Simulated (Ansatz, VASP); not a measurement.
# One calculation of BaGe3F2, two programs

```
CELL_PARAMETERS angstrom
3.87605 2.23784 2.63355
-3.87605 2.23784 2.63355
0.00000 -4.47567 2.63355
ATOMIC_POSITIONS crystal
Ba 0.00000 0.00000 0.00000
Ge 0.50000 0.50000 0.00000
Ge 0.50000 0.00000 0.50000
Ge 0.00000 0.50000 0.50000
F 0.67384 0.67384 0.67384
F 0.32616 0.32616 0.32616
```

Alike in both runs: functional PBE; k mesh 9 × 9 × 9; occupations gaussian, width 0.1 eV; no spin polarisation.

Ansatz relaxed the structure, and its values are those at the end. VASP's run is a single point on that final structure, the one shown.

|  | VASP | Ansatz |
| --- | --- | --- |
| version | VASP 6.6.1 | Ansatz 0.2.0 |
| potentials or method | VASP PAW PBE potentials, release 64 (Ba_sv, Ge_d, F), cutoff 520 eV | scalar-relativistic, plane waves, PAW |
| valence electrons in the cell | 66 | 66 |

```tsv
	VASP	Ansatz	Ansatz less VASP
gap on the k mesh at the Fermi level (eV)	none	none	-
pressure (GPa)	0.3	0.0	-0.31
rms of the force components (eV/Å)	0.039	0.000	-0.0386
```

A gap of «none» marks a metal or a gap that the smearing closes.

Spin-orbit coupling is off throughout.
